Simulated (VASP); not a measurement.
GaSb: single point with PBE-based screened hybrid with 25 % exact exchange

GaSb:

```
Sb Ga
1.0
     0.00000    3.09925    3.09925
     3.09925    0.00000    3.09925
     3.09925    3.09925    0.00000
Sb Ga
1 1
Direct
  0.75000 0.75000 0.75000
  0.00000 0.00000 0.00000
```

| Quantity | Value |
| --- | --- |
| Program | VASP 6.6.1 |
| Task | single point |
| Functional | PBE-based screened hybrid with 25 % exact exchange |
| Potentials or basis | VASP PAW PBE potentials, release 64 (Sb_d_GW, Ga_d) |
| Cutoff | 400 eV |
| k mesh | 4 × 4 × 4 |
| Occupations | fermi-dirac, width 0.05 eV |
| Spin | no spin polarisation |
| Dipole correction | no |
| Grid for exact exchange (PRECFOCK) | Normal |
| Share of exact exchange | 0.25 |
| Further INCAR settings | ALGO = Normal; EDIFF = 1e-06; NBANDS = 21 |
| Screening parameter | 0.3 1/Å |

```yaml
Pressure: -1.3 GPa
Band_gap_on_the_k_mesh: 0.40 eV
```

Levels at points of the mesh, in eV from the valence-band top:
| k point | band 11 | band 12 | band 13 | band 14 | band 15 | band 16 | band 17 | band 18 |
| --- | --- | --- | --- | --- | --- | --- | --- | --- |
| (0.00, 0.00, 0.00) | -12.17 | 0.00 | 0.00 | 0.00 | 0.40 | 3.29 | 3.29 | 3.29 |
| (0.50, 0.00, 0.00) | -10.48 | -6.60 | -1.16 | -1.16 | 0.81 | 4.28 | 4.28 | 7.08 |
| (0.50, 0.50, 0.00) | -9.61 | -7.10 | -2.60 | -2.60 | 1.36 | 1.71 | 9.39 | 9.39 |

Run time: 10 min on 1 thread of AMD EPYC 9R45 96-Core Processor (Zen 5) (shared host), peak memory 0.27 GiB.

Caveat: the k points lie up to 0.44 Å⁻¹ apart; the PAW data sets were made with another functional, which shifts forces and pressure a little; spin-orbit coupling is left out, which moves the levels of the heavy elements. A k mesh can miss the band edges.
